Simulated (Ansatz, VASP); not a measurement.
## Cs: VASP beside Ansatz

The input INCAR:

```
SYSTEM = Cs
ALGO = Normal
EDIFF = 1E-7
ENCUT = 520
ISIF = 2
ISMEAR = -1
LASPH = .True.
LCHARG = .False.
LREAL = .False.
LWAVE = .False.
NBANDS = 16
NELM = 100
PREC = Accurate
SIGMA = 0.08
```

Contents of KPOINTS:

```
k-points
0
Gamma
  7 7 7
  0 0 0
```

POSCAR

```
Cs
1.0
    0.0000000000      5.3663886678      5.3663886678
    5.3663886678      0.0000000000      5.3663886678
    5.3663886678      5.3663886678      0.0000000000
Cs
2
Direct
   -0.1250000000     -0.1250000000     -0.1250000000
    0.1250000000      0.1250000000      0.1250000000
```

Input for Ansatz:

```yaml
crystal:
  lattice:
    - [0.0, 5.3663886678, 5.3663886678]
    - [5.3663886678, 0.0, 5.3663886678]
    - [5.3663886678, 5.3663886678, 0.0]
  atoms:
    - { symbol: Cs, position: [-0.125, -0.125, -0.125] }
    - { symbol: Cs, position: [0.125, 0.125, 0.125] }
kpoints:
  mp_grid: { grid: [7, 7, 7] }
  band_path:
    path:
      - [0.0, 0.0, 0.0]
      - [0.5, 0.0, 0.5]
      - [0.625, 0.25, 0.625]
      - [0.375, 0.375, 0.75]
      - [0.0, 0.0, 0.0]
      - [0.5, 0.5, 0.5]
      - [0.5, 0.25, 0.75]
      - [0.5, 0.0, 0.5]
    npoints: 14
scf:
  occupations: { method: fermi_dirac, width: 0.08 }
hamiltonian:
  xc: lda
  pseudopotentials: { kind: all_electron, lapw: { basis_error: 0.001 } }
output:
  forces: true
  stress: true
  eigenvalues: true
  populations: true
  dos: { projected: true, de: 0.2, e_range: [-14, 8] }
```

Alike in both runs: task single point; functional LDA; k mesh 7 × 7 × 7; occupations fermi-dirac, width 0.08 eV; no spin polarisation.

|  | VASP | Ansatz |
| --- | --- | --- |
| version | VASP 6.6.1 | Ansatz 0.2.0 |
| potentials or method | VASP PAW LDA potentials, release 64 (Cs_sv), cutoff 520 eV | all-electron LAPW, scalar-relativistic |

```csv
,VASP,Ansatz,Ansatz less VASP
pressure (GPa),0.0,0.0,+0.01
```

LDA's correlation is that of Perdew and Zunger in VASP and of Perdew and Wang (1992) in Ansatz. Ansatz ran all-electron here, and VASP with PAW potentials.

Neither program's run includes spin-orbit coupling.
